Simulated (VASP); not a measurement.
# Nb (Im-3m) in VASP: a series of runs

Runs on Nb. Level: r2SCAN. Tasks: single point.

Program: VASP 6.6.1. These are calculated values, not measurements. Logs are shortened: lines on timing, memory, paths and dates and some standing lists are left out, and cuts for length are marked.

## 1. The cell of the first run

It takes space group Im-3m (No. 229, cubic). Conventional cell: a = 3.321 Å, b = 3.321 Å, c = 3.321 Å, α = 90.00°, β = 90.00°, γ = 90.00°. Nb (site symmetry m-3m) has 14 Nb at 2.88 to 3.32 Å within 3.8 Å.

## 2. Single point, r2SCAN

POSCAR reads:

```
Nb
1.0
   -1.6605680000      1.6605680000      1.6605680000
    1.6605680000     -1.6605680000      1.6605680000
    1.6605680000      1.6605680000     -1.6605680000
Nb
1
Direct
    0.0000000000      0.0000000000      0.0000000000
```

INCAR.step1 reads:

```
ALGO = Normal ; EDIFF = 1E-4
ENCUT = 520 ; GGA = PE
ISMEAR = -1 ; LASPH = True
LCHARG = False ; LREAL = False
LWAVE = True ; NBANDS = 12
NELM = 80 ; PREC = Accurate
SIGMA = 0.1
```

INCAR.step2 reads:

```
ALGO = Normal ; EDIFF = 1E-6
ENCUT = 520 ; ISIF = 2
ISMEAR = -1 ; ISTART = 1
LASPH = True ; LCHARG = False
LMIXTAU = True ; LREAL = False
LWAVE = False ; METAGGA = R2SCAN
NBANDS = 12 ; NELM = 80
PREC = Accurate ; SIGMA = 0.1
```

KPOINTS reads:

```
k-points
0
Gamma
  8 8 8
```

Potentials or basis: VASP PAW PBE potentials, release 64 (Nb_sv).

Command:

```bash
cat potpaw_PBE.64/Nb_sv/POTCAR > POTCAR
cp INCAR.step1 INCAR
mpirun -np 1 vasp_std > vasp.out
cp INCAR.step2 INCAR
mpirun -np 1 vasp_std > vasp.out
```

OUTCAR:

```text
EDIFF = 1E-6
   ENCUT = 520
   ISIF = 2
   ISMEAR = -1
   ISTART = 1
   LASPH = True
   LREAL = False
   METAGGA = R2SCAN
   NELM = 80
   PREC = Accurate

 ion  position               nearest neighbor table
   1  0.000  0.000  0.000-

  LATTYP: Found a body centered cubic cell.
 ALAT       =     3.3211360000

  Lattice vectors:

 A1 = (  -1.6605680000,   1.6605680000,   1.6605680000)
 A2 = (   1.6605680000,  -1.6605680000,   1.6605680000)
 A3 = (   1.6605680000,   1.6605680000,  -1.6605680000)

Analysis of symmetry for initial positions (statically):
=====================================================================
 Subroutine PRICEL returns:
 Original cell was already a primitive cell.

 Routine SETGRP: Setting up the symmetry group for a
 body centered cubic supercell.

 Subroutine GETGRP returns: Found 48 space group operations
 (whereof 48 operations were pure point group operations)
 out of a pool of 48 trial point group operations.

The static configuration has the point symmetry O_h .

Analysis of symmetry for dynamics (positions and initial velocities):
=====================================================================
 Subroutine PRICEL returns:
 Original cell was already a primitive cell.

 Routine SETGRP: Setting up the symmetry group for a
 body centered cubic supercell.

 Subroutine GETGRP returns: Found 48 space group operations
 (whereof 48 operations were pure point group operations)
 out of a pool of 48 trial point group operations.

The dynamic configuration has the point symmetry O_h .

 Subroutine INISYM returns: Found 48 space group operations
 (whereof 48 operations are pure point group operations),
 and found     1 'primitive' translations

----------------------------------------------------------------------------------------

                                     Primitive cell

  volume of cell :      18.3160

  direct lattice vectors                    reciprocal lattice vectors
    -1.660568000  1.660568000  1.660568000     0.000000000  0.301101792  0.301101792
     1.660568000 -1.660568000  1.660568000     0.301101792  0.000000000  0.301101792
     1.660568000  1.660568000 -1.660568000     0.301101792  0.301101792  0.000000000

  length of vectors
     2.876188145  2.876188145  2.876188145     0.425822237  0.425822237  0.425822237

  position of ions in fractional coordinates (direct lattice)
     0.000000000  0.000000000  0.000000000

  ion indices of the primitive-cell ions
   primitive index   ion index
                 1           1

----------------------------------------------------------------------------------------

 KPOINTS: k-points

Automatic generation of k-mesh.
 Grid dimensions read from file:
 generate k-points for:    8    8    8

 Generating k-lattice:

  Cartesian coordinates                     Fractional coordinates (reciprocal lattice)
     0.000000000  0.037637724  0.037637724     0.125000000  0.000000000  0.000000000
     0.037637724  0.000000000  0.037637724     0.000000000  0.125000000  0.000000000
     0.037637724  0.037637724  0.000000000     0.000000000  0.000000000  0.125000000

  Length of vectors
     0.053227780  0.053227780  0.053227780

  Shift w.r.t. Gamma in fractional coordinates (k-lattice)
     0.000000000  0.000000000  0.000000000

 Subroutine IBZKPT returns following result:
 ===========================================

 Found     29 irreducible k-points:

 Following reciprocal coordinates:
            Coordinates               Weight
  0.000000  0.000000  0.000000      1.000000
  0.125000  0.000000  0.000000     12.000000
  0.250000  0.000000  0.000000     12.000000
  0.375000  0.000000  0.000000     12.000000
  0.500000  0.000000  0.000000      6.000000
  0.125000  0.125000  0.000000     24.000000
[... 16 lines left out ...]
 -0.250000  0.250000  0.250000      6.000000
 -0.375000  0.375000  0.250000     24.000000
 [... further k-points ...]
   k-points           NKPTS =     29   k-points in BZ     NKDIM =     29   number of bands    NBANDS=     12
   number of dos      NEDOS =    301   number of ions     NIONS =      1
   total plane-waves  NPLWV =  13824
   dimension x,y,z NGX =    24 NGY =   24 NGZ =   24
   dimension x,y,z NGXF=    48 NGYF=   48 NGZF=   48
   ions per type =               1
   NGX,Y,Z   is equivalent  to a cutoff of  13.87, 13.87, 13.87 a.u.
   NGXF,Y,Z  is equivalent  to a cutoff of  27.74, 27.74, 27.74 a.u.
 SYSTEM =  unknown system
   PREC   = accura    normal or accurate (medium, high low for compatibility)
   ISTART =      1    job   : 0-new  1-cont  2-samecut
   ICHARG =      0    charge: 1-file 2-atom 10-const
   ISPIN  =      1    spin polarized calculation?
   LNONCOLLINEAR =      F non collinear calculations
   LSORBIT =      F    spin-orbit coupling
   LASPH  =      T    aspherical Exc in radial PAW
   ENCUT  =  520.0 eV  38.22 Ry    6.18 a.u.   5.35  5.35  5.35*2*pi/ulx,y,z
   NELM   =     80;   NELMIN=  2; NELMDL=  0     # of ELM steps
   EDIFF  = 0.1E-05   stopping-criterion for ELM
   LREAL  =      F    real-space projection
   EDIFFG = 0.1E-04   stopping-criterion for IOM
   NSW    =      0    number of steps for IOM
   IBRION =     -1    ionic relax: 0-MD 1-quasi-New 2-CG
   NFREE  =      0    steps in history (QN), initial steepest desc. (CG)
   ISIF   =      2    stress and relaxation
   ISYM   =      2    0-nonsym 1-usesym 2-fastsym
   POTIM  = 0.5000    time-step for ionic-motion
   TEBEG  =    0.0;   TEEND  =   0.0 temperature during run
   PSTRESS=    0.0 pullay stress
   NELECT =      13.0000    total number of electrons
   NUPDOWN=      -1.0000    fix difference up-down
   EMIN   =  10.00;   EMAX   =-10.00  energy-range for DOS
   EFERMI =   0.00;   METHOD = LEGACY
   ISMEAR =    -1;   SIGMA  =   0.10  broadening in eV -4-tet -1-fermi 0-gaus
   EFERMI_NEDOS =   21; number of points for ismear=-14 and -15
   IALGO  =     38    algorithm
   IMIX   =      4    mixing-type and parameters
     AMIX     =   0.40;   BMIX     =  1.00
     AMIX_MAG =   1.60;   BMIX_MAG =  1.00
  volume/ion in A,a.u.               =      18.32       123.60
  Fermi-wavevector in a.u.,A,eV,Ry     =   1.460313  2.759591 29.014615  2.132514
  Thomas-Fermi vector in A             =   2.576777
   LORBIT       =      0    0 simple, 1 ext, 2 COOP (PROOUT), +10 PAW based schemes
   METAGGA = R2SCAN    functional components
   LHFCALC =     F    Hartree Fock is set to
   AEXX    =    0.0000 exact exchange contribution
   IVDW    =     0    specifies the selected vdW correction
   LEPSILON=     F    determine dielectric tensor
   LRPA    =     F    only Hartree local field effects (RPA)
 non-spin polarized calculation
  energy-cutoff  :      520.00
  volume of cell :       18.32
 maximum number of plane-waves:       531
 NGX is ok and might be reduce to    24
   NGX = 11   NGY = 11   NGZ = 11

 number of electron      12.9999999 magnetization

 Free energy of the ion-electron system (eV)
  ---------------------------------------------------
  ext. energy  EPLUGINS =         0.00000000
  ---------------------------------------------------
  free energy    TOTEN  =       -24.89051514 eV

  energy without entropy =      -24.85083216  energy(sigma->0) =      -24.87067365

 E-fermi :  10.8425     XC(G=0): -13.5312

 val. band max:       10.8042983900   @ k =   0.2500   0.0000   0.0000
 cond. band min:      10.9635433561   @ k =   0.1250   0.0000   0.0000
 fundamental gap:      0.1592449661
 Fermi energy:        10.8424555166

 k-point     1 :       0.0000    0.0000    0.0000
  band No.  band energies     occupation
      1     -45.2856      2.00000
      2     -19.8607      2.00000
      3     -19.8607      2.00000
      4     -19.8607      2.00000
      5       4.6427      2.00000
      6      11.3482      0.01264
      7      11.3482      0.01264
      8      11.3482      0.01264
      9      14.4117      0.00000
     10      14.4117      0.00000
     11      25.7334      0.00000
     12      25.7334      0.00000

 k-point     2 :       0.1250    0.0000    0.0000
  band No.  band energies     occupation
      1     -45.2495      2.00000
      2     -20.0757      2.00000
      3     -19.9257      2.00000
      4     -19.8624      2.00000
      5       5.2812      2.00000
      6      10.9635      0.45909
      7      11.2061      0.05136
      8      11.9692      0.00003
      9      13.9387      0.00000
     10      14.4194      0.00000
     11      26.1727      0.00000
     12      26.8531      0.00000

 k-point     3 :       0.2500    0.0000    0.0000
  band No.  band energies     occupation
      1     -45.1613      2.00000
      2     -20.5737      2.00000
      3     -20.0795      2.00000
      4     -19.8669      2.00000
      5       6.6737      2.00000
      6      10.1647      1.99772
      7      10.8043      1.18850
      8      13.7029      0.00000
      9      13.8548      0.00000
     10      14.5579      0.00000
     11      25.8293      0.00000
     12      27.3549      0.00000
[... 286 lines left out ...]
 k-point    23 :      -0.2500    0.2500    0.2500
  band No.  band energies     occupation
      1     -45.0554      2.00000
      2     -20.6025      2.00000
      3     -20.3191      2.00000
      4     -20.3191      2.00000
      5       8.2172      2.00000
      6       9.8745      1.99987
      7      11.9170      0.00004
      8      11.9170      0.00004
      9      13.5373      0.00000
     10      15.8836      0.00000
     11      26.1910      0.00000
     12      29.4575      0.00000

 k-point    24 :      -0.3750    0.3750    0.2500
  band No.  band energies     occupation
      1     -44.9792      2.00000
      2     -20.8788      2.00000
      3     -20.4826      2.00000
      4     -20.3621      2.00000
      5       8.4539      2.00000
      6       8.9943      2.00000
      7      11.9182      0.00004
      8      12.7007      0.00000
      9      15.5108      0.00000
     10      16.9541      0.00000
     11      25.1408      0.00000
     12      27.0485      0.00000

 [... further k-points ...]
[... 5 lines left out ...]
  --------------------------------------------------------------------------------------
  -------------------------------------------------------------------------------------
  Total       -0.3190969     -0.3190969     -0.3190969     -0.0000000     -0.0000000      0.0000000
  in kB      -27.9127833    -27.9127833    -27.9127833     -0.0000000     -0.0000000      0.0000000
  external PRESSURE =     -27.9127833 kB  Pullay stress =       0.0000000 kB

 VOLUME and BASIS-vectors are now :
 -----------------------------------------------------------------------------
  energy-cutoff  :      520.00
  volume of cell :       18.32
      direct lattice vectors                 reciprocal lattice vectors
    -1.660568000  1.660568000  1.660568000     0.000000000  0.301101792  0.301101792
     1.660568000 -1.660568000  1.660568000     0.301101792  0.000000000  0.301101792
     1.660568000  1.660568000 -1.660568000     0.301101792  0.301101792  0.000000000

 POSITION                                       TOTAL-FORCE (eV/Angst)
 -----------------------------------------------------------------------------------
      0.00000      0.00000      0.00000        -0.000000     -0.000000      0.000000
 -----------------------------------------------------------------------------------
    total drift:                                0.000000      0.000000      0.000000

  FREE ENERGIE OF THE ION-ELECTRON SYSTEM (eV)
  ---------------------------------------------------
  free  energy   TOTEN  =       -24.8905151368 eV

  energy  without entropy=      -24.8508321571  energy(sigma->0) =      -24.87067365
```

It took 17 s on 1 thread of Intel Xeon Platinum 8259CL at 2.50GHz (Skylake/Cascade Lake), shared host; peak memory 0.14 GiB.

Results:

- Free energy: -24.8905 eV
- Pressure: -2.8 GPa

Levels at points of the mesh, in eV from the Fermi level:
| k point | band 4 | band 5 | band 6 | band 7 | band 8 | band 9 |
| --- | --- | --- | --- | --- | --- | --- |
| (0.00, 0.00, 0.00) | -30.70 | -6.20 | 0.51 | 0.51 | 0.51 | 3.57 |
| (0.50, 0.00, 0.00) | -30.72 | -3.77 | -1.60 | 2.22 | 3.58 | 4.29 |
| (0.50, 0.50, 0.50) | -31.64 | -3.73 | -3.73 | 5.80 | 5.80 | 5.80 |

Caveat: the PAW data sets were made with another functional, which shifts forces and pressure a little.

## 3. Single point, r2SCAN

POSCAR is that of step 2.

INCAR.step1 reads:

```
SYSTEM = Nb
  PREC = Accurate
  ENCUT = 520
  ISMEAR = -1
  SIGMA = 0.1
  LREAL = .FALSE.
  LASPH = .TRUE.
  NELM = 80
  NBANDS = 12
  GGA = PE
  ALGO = Normal
  EDIFF = 1E-4
  LWAVE = .TRUE.
  LCHARG = .FALSE.
```

INCAR.step2 reads:

```
SYSTEM = Nb
  PREC = Accurate
  ENCUT = 520
  EDIFF = 1E-6
  ISMEAR = -1
  SIGMA = 0.1
  LREAL = .FALSE.
  LASPH = .TRUE.
  NELM = 80
  ALGO = Normal
  ISIF = 2
  LWAVE = .FALSE.
  LCHARG = .FALSE.
  METAGGA = R2SCAN
  LMIXTAU = .TRUE.
  NBANDS = 12
  ISTART = 1
```

KPOINTS reads:

```
Automatic mesh
0
G
  14 14 14
  0 0 0
```

Potentials or basis: VASP PAW PBE potentials, release 64 (Nb_sv).

Command:

```bash
cat potpaw_PBE.64/Nb_sv/POTCAR > POTCAR
cp INCAR.step1 INCAR
mpirun -np 1 vasp_std > vasp.out
cp INCAR.step2 INCAR
mpirun -np 1 vasp_std > vasp.out
```

OUTCAR:

```text
SYSTEM = Nb
   PREC = Accurate
   ENCUT = 520
   EDIFF = 1E-6
   ISMEAR = -1
   LREAL = .FALSE.
   LASPH = .TRUE.
   NELM = 80
   ISIF = 2
   METAGGA = R2SCAN
   ISTART = 1

 ion  position               nearest neighbor table
   1  0.000  0.000  0.000-

  LATTYP: Found a body centered cubic cell.
 ALAT       =     3.3211360000

  Lattice vectors:

 A1 = (  -1.6605680000,   1.6605680000,   1.6605680000)
 A2 = (   1.6605680000,  -1.6605680000,   1.6605680000)
 A3 = (   1.6605680000,   1.6605680000,  -1.6605680000)
[... 530 lines left out ...]
      4     -20.0236      2.00000
      5       8.6175      2.00000
      6       9.6952      1.99999
      7      10.3251      1.99474
      8      14.5869      0.00000
      9      15.0742      0.00000
     10      21.2455      0.00000
     11      21.6372      0.00000
     12      23.1389      0.00000

 [... further k-points ...]
[... 5 lines left out ...]
  --------------------------------------------------------------------------------------
  -------------------------------------------------------------------------------------
  Total       -0.2746713     -0.2746713     -0.2746713     -0.0000000      0.0000000      0.0000000
  in kB      -24.0266858    -24.0266858    -24.0266858     -0.0000000      0.0000000      0.0000000
  external PRESSURE =     -24.0266858 kB  Pullay stress =       0.0000000 kB

 VOLUME and BASIS-vectors are now :
 -----------------------------------------------------------------------------
  energy-cutoff  :      520.00
  volume of cell :       18.32
      direct lattice vectors                 reciprocal lattice vectors
    -1.660568000  1.660568000  1.660568000     0.000000000  0.301101792  0.301101792
     1.660568000 -1.660568000  1.660568000     0.301101792  0.000000000  0.301101792
     1.660568000  1.660568000 -1.660568000     0.301101792  0.301101792  0.000000000

 POSITION                                       TOTAL-FORCE (eV/Angst)
 -----------------------------------------------------------------------------------
      0.00000      0.00000      0.00000        -0.000000     -0.000000      0.000000
 -----------------------------------------------------------------------------------
    total drift:                                0.000000      0.000000      0.000000

  FREE ENERGIE OF THE ION-ELECTRON SYSTEM (eV)
  ---------------------------------------------------
  free  energy   TOTEN  =       -24.8625445487 eV

  energy  without entropy=      -24.8142678148  energy(sigma->0) =      -24.83840618
```

OUTCAR.step1:

```text
SYSTEM = Nb
   PREC = Accurate
   ENCUT = 520
   ISMEAR = -1
   LREAL = .FALSE.
   LASPH = .TRUE.
[... 577 lines left out ...]
 -----------------------------------------------------------------------------------
      0.00000      0.00000      0.00000        -0.000000      0.000000      0.000000
 -----------------------------------------------------------------------------------
    total drift:                               -0.000000      0.000000      0.000000

  FREE ENERGIE OF THE ION-ELECTRON SYSTEM (eV)
  ---------------------------------------------------
  free  energy   TOTEN  =       -10.2381127483 eV

  energy  without entropy=      -10.1865705134  energy(sigma->0) =      -10.21234163
```

Run time: 26 s. Hardware: 1 thread of Intel Xeon 6975P-C (Granite Rapids), shared host; peak memory 0.15 GiB.

What came out:

```
Free energy : -24.8625 eV
Pressure    : -2.4 GPa
```

Caveat: the PAW data sets were made with another functional, which shifts forces and pressure a little.
